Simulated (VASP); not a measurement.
# Br (Fd-3m) in VASP: notebook, part 2 of 2

VASP 6.6.1.

## 4. Relaxation of cell and atoms, r2SCAN, target pressure 10 GPa, at which the enthalpy is minimised

POSCAR

```
Br
1.0
    0.0000000000      3.2400000000      3.2400000000
    3.2400000000      0.0000000000      3.2400000000
    3.2400000000      3.2400000000      0.0000000000
Br
2
Direct
    0.0000000000      0.0000000000      0.0000000000
    0.2500000000      0.2500000000      0.2500000000
```

INCAR.step1

```
SYSTEM = Br
PREC = Accurate
ENCUT = 600
ISMEAR = -1
SIGMA = 0.02
LREAL = .FALSE.
LASPH = .TRUE.
NELM = 100
GGA = PE
ALGO = Normal
EDIFF = 1E-4
LWAVE = .TRUE.
LCHARG = .FALSE.
```

INCAR.step2

```
SYSTEM = Br
PREC = Accurate
ENCUT = 600
EDIFF = 1E-7
ISMEAR = -1
SIGMA = 0.02
LREAL = .FALSE.
LASPH = .TRUE.
NELM = 100
ALGO = Normal
ISIF = 3
LWAVE = .FALSE.
LCHARG = .FALSE.
METAGGA = R2SCAN
LMIXTAU = .TRUE.
IBRION = 2
NSW = 80
EDIFFG = -0.01
PSTRESS = 100.0
ISTART = 1
```

KPOINTS

```
regular mesh
0
G
  6 6 6
  0 0 0
```

Potentials or basis: VASP PAW PBE potentials, release 64 (Br).

The run is started by

```bash
cat potpaw_PBE.64/Br/POTCAR > POTCAR
cp INCAR.step1 INCAR
mpirun -np 1 vasp_std > vasp.out
cp INCAR.step2 INCAR
mpirun -np 1 vasp_std > vasp.out
```

OUTCAR:

```text
SYSTEM = Br
   PREC = Accurate
   ENCUT = 600
   EDIFF = 1E-7
   ISMEAR = -1
   LREAL = .FALSE.
   LASPH = .TRUE.
   NELM = 100
   ISIF = 3
   METAGGA = R2SCAN
   IBRION = 2
   NSW = 80
   EDIFFG = -0.01
   PSTRESS = 100.0
   ISTART = 1

 ion  position               nearest neighbor table
   1  0.000  0.000  0.000-
   2  0.250  0.250  0.250-

  LATTYP: Found a face centered cubic cell.
 ALAT       =     6.4800000000

  Lattice vectors:

 A1 = (   0.0000000000,   3.2400000000,   3.2400000000)
 A2 = (   3.2400000000,   0.0000000000,   3.2400000000)
 A3 = (   3.2400000000,   3.2400000000,   0.0000000000)

Analysis of symmetry for initial positions (statically):
=====================================================================
 Subroutine PRICEL returns:
 Original cell was already a primitive cell.

 Routine SETGRP: Setting up the symmetry group for a
 face centered cubic supercell.

 Subroutine GETGRP returns: Found 48 space group operations
 (whereof 24 operations were pure point group operations)
 out of a pool of 48 trial point group operations.

The static configuration has the point symmetry T_d .
 The point group associated with its full space group is O_h .
[... 142 lines left out ...]
   NGX = 19   NGY = 19   NGZ = 19

--------------------------------------- Ionic step        1  -------------------------------------------

 number of electron      14.0000001 magnetization

 Free energy of the ion-electron system (eV)
  ---------------------------------------------------
  ext. energy  EPLUGINS =         0.00000000
  ---------------------------------------------------
  free energy    TOTEN  =       -24.69483035 eV

  energy without entropy =      -24.68875093  energy(sigma->0) =      -24.69179064

------------------------ aborting loop because EDIFF is reached ----------------------------------------

  FORCE on cell =-STRESS in cart. coord.  units (eV):
  Direction    XX          YY          ZZ          XY          YZ          ZX
  --------------------------------------------------------------------------------------
  -------------------------------------------------------------------------------------
  Total        2.5673196      2.5673196      2.5673196     -0.0000000     -0.0000000     -0.0000000
  in kB       60.4679833     60.4679833     60.4679833     -0.0000000     -0.0000000     -0.0000000
  external PRESSURE =     -39.5320167 kB  Pullay stress =     100.0000000 kB
[... 63 lines left out ...]
--------------------------------------- Ionic step        3  -------------------------------------------

 number of electron      13.9999999 magnetization

 Free energy of the ion-electron system (eV)
  ---------------------------------------------------
  ext. energy  EPLUGINS =         0.00000000
  ---------------------------------------------------
  free energy    TOTEN  =       -24.43330295 eV

  energy without entropy =      -24.42709360  energy(sigma->0) =      -24.43019828

 E-fermi :   1.2122     XC(G=0):  -8.5692

 val. band max:        1.1723545841   @ k =  -0.3333   0.3333   0.0000
 cond. band min:       1.2343564631   @ k =  -0.3333   0.3333   0.1667
 fundamental gap:      0.0620018790
 Fermi energy:         1.2121943716

 k-point     1 :       0.0000    0.0000    0.0000
  band No.  band energies     occupation
      1     -16.4851      2.00000
      2     -12.3421      2.00000
      3      -3.1207      2.00000
      4      -3.1207      2.00000
      5      -3.1207      2.00000
      6      -0.4445      2.00000
      7      -0.4445      2.00000
      8      -0.4445      2.00000
      9       6.2535      0.00000
     10      10.1016      0.00000
     11      10.1016      0.00000
[... 241 lines left out ...]
  energy  without entropy=      -24.4270936038  energy(sigma->0) =      -24.43019828

  enthalpy is  TOTEN    =       -20.5187472829 eV   P V=        3.9145556638

 reached required accuracy - stopping structural energy minimisation
```

OUTCAR.step1:

```text
SYSTEM = Br
   PREC = Accurate
   ENCUT = 600
   ISMEAR = -1
   LREAL = .FALSE.
   LASPH = .TRUE.
[... 436 lines left out ...]
      0.00000      0.00000      0.00000         0.000000      0.000000     -0.000000
      1.62000      1.62000      1.62000        -0.000000     -0.000000      0.000000
 -----------------------------------------------------------------------------------
    total drift:                               -0.000000      0.000000      0.000000

  FREE ENERGIE OF THE ION-ELECTRON SYSTEM (eV)
  ---------------------------------------------------
  free  energy   TOTEN  =        -1.7270916278 eV

  energy  without entropy=       -1.7207656972  energy(sigma->0) =       -1.72392866
```

Wall time 3 min (1 thread of Intel Xeon 6975P-C, shared host); peak memory 0.26 GiB.

Results:

```
Free energy                                                : -24.4333 eV
Relaxed volume                                             : 31.36 Å³/atom
Relaxed cell                                               : a = 4.460 Å, b = 4.460 Å, c = 4.460 Å, α = 60.00°, β = 60.00°, γ = 60.00°
Space group after relaxing (to 0.1 Å)                      : Fd-3m (No. 227)
Energy change on relaxing (the run minimises the enthalpy) : +130.8 meV/atom
Ionic steps                                                : 3
Pressure after relaxing                                    : 10.0 GPa
Band gap on the k mesh                                     : zero (bands 7 and 8 overlap by 2.30 eV)
```

Step by step:
| step | energy change (eV) | largest force (eV/Å) | pressure (GPa) | volume (Å³) |
| --- | --- | --- | --- | --- |
| 1 | 0.0000 | 0.0000 | 6.05 | 68.02 |
| 2 | 0.4459 | 0.0000 | 12.60 | 60.09 |
| 3 | 0.2615 | 0.0000 | 9.99 | 62.72 |

Final structure:
```yaml
crystal:
  lattice:
    - [0.00000, 3.15346, 3.15346]
    - [3.15346, 0.00000, 3.15346]
    - [3.15346, 3.15346, 0.00000]
  atoms:
    - { symbol: Br, position: [0.00000, 0.00000, 0.00000] }
    - { symbol: Br, position: [0.25000, 0.25000, 0.25000] }
```

Caveat: the cell is relaxed towards a set pressure, so the run minimises the enthalpy, not the energy; the PAW data sets were made with another functional, which shifts forces and pressure a little.

## 5. Relaxation of cell and atoms, r2SCAN, target pressure 20 GPa, at which the enthalpy is minimised

POSCAR is that of step 4.

INCAR.step1

```
SYSTEM = Br
PREC = Accurate
ENCUT = 600
ISMEAR = -1
SIGMA = 0.02
LREAL = .False.
LASPH = .True.
NELM = 60
GGA = PE
ALGO = Normal
EDIFF = 1E-4
LWAVE = .True.
LCHARG = .False.
```

INCAR.step2

```
SYSTEM = Br
PREC = Accurate
ENCUT = 600
EDIFF = 1E-7
ISMEAR = -1
SIGMA = 0.02
LREAL = .False.
LASPH = .True.
NELM = 60
ALGO = Normal
ISIF = 3
LWAVE = .False.
LCHARG = .False.
METAGGA = R2SCAN
LMIXTAU = .True.
IBRION = 2
NSW = 80
EDIFFG = -0.01
PSTRESS = 200.0
ISTART = 1
```

KPOINTS

```
regular mesh
0
Gamma
  6 6 6
  0 0 0
```

Potentials or basis: VASP PAW PBE potentials, release 64 (Br).

The run is started by

```bash
cat potpaw_PBE.64/Br/POTCAR > POTCAR
cp INCAR.step1 INCAR
mpirun -np 1 vasp_std > vasp.out
cp INCAR.step2 INCAR
mpirun -np 1 vasp_std > vasp.out
```

OUTCAR:

```text
SYSTEM = Br
   PREC = Accurate
   ENCUT = 600
   EDIFF = 1E-7
   ISMEAR = -1
   LREAL = .False.
   LASPH = .True.
   NELM = 60
   ISIF = 3
   METAGGA = R2SCAN
   IBRION = 2
   NSW = 80
   EDIFFG = -0.01
   PSTRESS = 200.0
   ISTART = 1

 ion  position               nearest neighbor table
   1  0.000  0.000  0.000-
   2  0.250  0.250  0.250-

  LATTYP: Found a face centered cubic cell.
 ALAT       =     6.4800000000

  Lattice vectors:

 A1 = (   0.0000000000,   3.2400000000,   3.2400000000)
 A2 = (   3.2400000000,   0.0000000000,   3.2400000000)
 A3 = (   3.2400000000,   3.2400000000,   0.0000000000)

Analysis of symmetry for initial positions (statically):
=====================================================================
 Subroutine PRICEL returns:
 Original cell was already a primitive cell.

 Routine SETGRP: Setting up the symmetry group for a
 face centered cubic supercell.
[... 209 lines left out ...]
  band No.  band energies     occupation
      1     -15.6747      2.00000
      2      -7.1679      2.00000
      3      -0.9691      2.00000
      4      -0.9691      2.00000
      5      -0.9691      2.00000
      6       2.7915      2.00000
      7       2.7915      2.00000
      8       2.7915      2.00000
      9      10.2054      0.00000
     10      13.2827      0.00000
     11      13.2827      0.00000
[... 397 lines left out ...]
--------------------------------------- Ionic step        7  -------------------------------------------

 number of electron      13.9999999 magnetization

 Free energy of the ion-electron system (eV)
  ---------------------------------------------------
  ext. energy  EPLUGINS =         0.00000000
  ---------------------------------------------------
  free energy    TOTEN  =       -23.70311683 eV

  energy without entropy =      -23.69749389  energy(sigma->0) =      -23.70030536

 E-fermi :   2.7372     XC(G=0):  -9.2250

 val. band max:        2.6870107195   @ k =  -0.3333   0.3333   0.0000
 cond. band min:       2.7516557893   @ k =  -0.3333   0.3333   0.1667
 fundamental gap:      0.0646450699
 Fermi energy:         2.7372071708

 k-point     1 :       0.0000    0.0000    0.0000
  band No.  band energies     occupation
      1     -16.1646      2.00000
      2     -10.7150      2.00000
      3      -2.4204      2.00000
      4      -2.4204      2.00000
      5      -2.4204      2.00000
      6       0.6411      2.00000
      7       0.6411      2.00000
      8       0.6411      2.00000
      9       7.5214      0.00000
     10      11.1430      0.00000
     11      11.1430      0.00000
[... 241 lines left out ...]
  energy  without entropy=      -23.6974938923  energy(sigma->0) =      -23.70030536

  enthalpy is  TOTEN    =       -16.8818562500 eV   P V=        6.8212605771

 reached required accuracy - stopping structural energy minimisation
```

OUTCAR.step1:

```text
SYSTEM = Br
   PREC = Accurate
   ENCUT = 600
   ISMEAR = -1
   LREAL = .False.
   LASPH = .True.
[... 436 lines left out ...]
      0.00000      0.00000      0.00000         0.000000      0.000000     -0.000000
      1.62000      1.62000      1.62000        -0.000000     -0.000000      0.000000
 -----------------------------------------------------------------------------------
    total drift:                               -0.000000      0.000000      0.000000

  FREE ENERGIE OF THE ION-ELECTRON SYSTEM (eV)
  ---------------------------------------------------
  free  energy   TOTEN  =        -1.7270916278 eV

  energy  without entropy=       -1.7207656972  energy(sigma->0) =       -1.72392866
```

OSZICAR.step1:

```text
N       E                     dE             d eps       ncg     rms          rms(c)
DAV:   1     0.851640523114E+02    0.85164E+02   -0.62300E+03   352   0.118E+03
DAV:   2     0.363310789022E+01   -0.81531E+02   -0.78594E+02   595   0.185E+02
DAV:   3    -0.166734686636E+01   -0.53005E+01   -0.52351E+01   430   0.540E+01
DAV:   4    -0.172539786864E+01   -0.58051E-01   -0.58016E-01   403   0.655E+00
DAV:   5    -0.172610611518E+01   -0.70825E-03   -0.70821E-03   415   0.714E-01    0.102E+01
DAV:   6    -0.172644134178E+01   -0.33523E-03   -0.94709E-04   406   0.237E-01    0.614E+00
DAV:   7    -0.172705887624E+01   -0.61753E-03   -0.16282E-03   382   0.309E-01    0.366E-02
DAV:   8    -0.172709162783E+01   -0.32752E-04   -0.31536E-05   248   0.532E-02
   1 F= -.17270916E+01 E0= -.17239287E+01  d E =-.632593E-02
```

Run time: 6.5 min. Hardware: 1 thread of Intel Xeon 6975P-C, shared host; peak memory 0.27 GiB.

Results:

```yaml
Free_energy: -23.7031 eV
Relaxed_volume: 27.32 Å³/atom
Relaxed_cell: a = 4.259 Å, b = 4.259 Å, c = 4.259 Å, α = 60.00°, β = 60.00°, γ = 60.00°
Space_group_after_relaxing_to_0.1_Å: Fd-3m (No. 227)
Energy_change_on_relaxing_the_run_minimises_the_enthalpy: +495.9 meV/atom
Ionic_steps: 7
Pressure_after_relaxing: 20.0 GPa
Band_gap_on_the_k_mesh: zero (bands 7 and 8 overlap by 2.96 eV)
```

The path:
```tsv
step	energy change (eV)	largest force (eV/Å)	pressure (GPa)	volume (Å³)
1	0.0000	0.0000	6.05	68.02
2	3.4512	0.0000	51.07	42.83
3	0.9105	0.0000	18.92	55.31
4	0.9807	0.0000	19.86	54.73
5	1.0115	0.0000	20.27	54.49
6	0.9704	0.0000	19.72	54.82
7	0.9917	0.0000	20.00	54.64
```

Final structure:
```
CELL_PARAMETERS angstrom
0.00000 3.01189 3.01189
3.01189 0.00000 3.01189
3.01189 3.01189 0.00000
ATOMIC_POSITIONS crystal
Br 0.00000 0.00000 0.00000
Br 0.25000 0.25000 0.25000
```

Levels at points of the mesh, in eV from the Fermi level:
```
           k point  band 4  band 5  band 6  band 7  band 8  band 9  band 10  band 11
(0.00, 0.00, 0.00)   -5.16   -5.16   -2.10   -2.10   -2.10    4.78     8.41     8.41
(0.50, 0.00, 0.00)   -5.90   -5.76   -0.94   -0.94    0.31    7.26     7.65     8.68
(0.50, 0.50, 0.00)   -6.69   -3.35   -3.35    0.87    0.87    6.52     6.52    10.65
```

Caveat: the cell is relaxed towards a set pressure, so the run minimises the enthalpy, not the energy; the volume moved by over 15 % at a fixed basis, so the end points are rough; the PAW data sets were made with another functional, which shifts forces and pressure a little.

## 6. The runs side by side

| cell | gap on the mesh (eV) | pressure (GPa) |
| --- | --- | --- |
| relaxed | none | 0.0 |
| relaxed to 5 GPa | none | 5.0 |
| relaxed to 10 GPa | none | 10.0 |
| relaxed to 20 GPa | none | 20.0 |

Alike in all rows: task relaxation of cell and atoms; level r2SCAN; potentials or basis VASP PAW PBE potentials, release 64 (Br); no spin polarisation; k mesh 6 × 6 × 6; cutoff (eV) 600; smearing fermi-dirac 0.02 eV.

Caveats: the PAW data sets were made with another functional, which shifts forces and pressure a little; the cell is relaxed towards a set pressure, so the run minimises the enthalpy, not the energy (at least some runs); the volume moved by over 15 % at a fixed basis, so the end points are rough (at least some runs).

Absolute energies hang on the potentials; compare differences alone.

The gap in the log of VASP goes by the Fermi energy; the results here count the filled bands.